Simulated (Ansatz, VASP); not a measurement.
One calculation of C, two programs

The input POSCAR:

```
C
1.0
    0.0000000000      2.1267565396      3.5617636613
    1.2279212041      0.0000000000      3.5617636613
    1.2279212041      2.1267565396      0.0000000000
C
2
Direct
    0.1648347136      0.8070893079      0.1353250117
    0.8332960723      0.1667039277      0.8332960723
```

File INCAR.step1:

```
PREC     = Accurate       # precision mode
ENCUT    = 520            # plane-wave cutoff, eV
ISMEAR   = 0              # smearing method
SIGMA    = 0.05           # smearing width, eV
LREAL    = False          # projectors in reciprocal space
LASPH    = True           # aspherical terms in the spheres
NELM     = 80             # most SCF steps
NBANDS   = 11             # bands
GGA      = PE             # functional
ALGO     = Normal         # electronic algorithm
EDIFF    = 1E-4           # SCF threshold, eV
LWAVE    = True           # write WAVECAR
LCHARG   = False          # write CHGCAR
```

INCAR.step2

```
PREC     = Accurate       # precision mode
ENCUT    = 520            # plane-wave cutoff, eV
EDIFF    = 1E-6           # SCF threshold, eV
ISMEAR   = 0              # smearing method
SIGMA    = 0.05           # smearing width, eV
LREAL    = False          # projectors in reciprocal space
LASPH    = True           # aspherical terms in the spheres
NELM     = 80             # most SCF steps
ALGO     = Normal         # electronic algorithm
ISIF     = 2              # what is computed and relaxed
LWAVE    = False          # write WAVECAR
LCHARG   = True           # write CHGCAR
METAGGA  = R2SCAN         # meta-GGA
LMIXTAU  = True         
LELF     = True           # ELF
LVHAR    = True         
NBANDS   = 11             # bands
ISTART   = 1
```

File KPOINTS:

```
regular mesh
0
Gamma
  14 14 14
```

Input for Ansatz:

```yaml
crystal:
  lattice:
    - [0.0, 2.1267565396, 3.5617636613]
    - [1.2279212041, 0.0, 3.5617636613]
    - [1.2279212041, 2.1267565396, 0.0]
  atoms:
    - { symbol: C, position: [0.1648347136, 0.8070893079, 0.1353250117] }
    - { symbol: C, position: [0.8332960723, 0.1667039277, 0.8332960723] }
basis:
  ecutwfc: 500
kpoints:
  mp_grid: { grid: [14, 14, 14] }
hamiltonian:
  xc: r2scan
scf:
  occupations: { method: gaussian, width: 0.05 }
output:
  forces: true
  stress: true
  eigenvalues: true
```

Alike in both runs: task single point; functional r2SCAN; k mesh 14 × 14 × 14; occupations gaussian, width 0.05 eV; no spin polarisation.

|  | VASP | Ansatz |
| --- | --- | --- |
| version | VASP 6.6.1 | Ansatz 0.2.0 |
| potentials or method | VASP PAW PBE potentials, release 64 (C), cutoff 520 eV | scalar-relativistic, plane waves, PAW |
| valence electrons in the cell | 8 | 8 |

```tsv
	VASP	Ansatz	Ansatz less VASP
gap on the k mesh at the Fermi level (eV)	0.35	0.35	0.000
least direct gap on the mesh (eV)	0.67	0.67	0.000
pressure (GPa)	4.0	3.4	-0.59
traceless stress, the component that is largest in VASP (GPa)	9.34	8.80	-0.546
rms of the force components (eV/Å)	3.048	3.045	-0.0030
```

VASP's potentials were made for PBE, not for r2SCAN. Atom by atom the forces differ by 0.012 eV/Å (rms over components). The functional is the same, so the differences come from potentials, cutoffs and numerics.
